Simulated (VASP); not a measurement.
A run of VASP 6.6.1 is set up as follows.

File INCAR:

```
PREC = Accurate
ENCUT = 500
EDIFF = 1E-6
ISMEAR = 0
SIGMA = 0.01
LREAL = F
LASPH = T
NELM = 120
ALGO = Normal
ISIF = 2
LWAVE = F
LCHARG = T
GGA = PS
LELF = T
LVHAR = T
NBANDS = 15
GGA_COMPAT = F
```

The input KPOINTS:

```
Automatic mesh
0
Gamma
  6 6 6
```

The input POSCAR:

```
RbCl
1.0
    0.0000000000      3.2903700000      3.2903700000
    3.2903700000      0.0000000000      3.2903700000
    3.2903700000      3.2903700000      0.0000000000
Rb Cl
1 1
Direct
    0.0000000000      0.0000000000      0.0000000000
    0.5000000000      0.5000000000      0.5000000000
```

Potentials or basis: VASP PAW PBE potentials, release 64 (Rb_sv, Cl).

Command:

```console
$ cat potpaw_PBE.64/Rb_sv/POTCAR potpaw_PBE.64/Cl/POTCAR > POTCAR
$ mpirun -np 1 vasp_std > vasp.out
```

(1) Predict the band gap on the k mesh.

(2) What does it give for the pressure?

Answers

(1) 4.84 eV, direct.

(2) -0.3 GPa.

Caveat: the PAW data sets were made with another functional, which shifts forces and pressure a little.
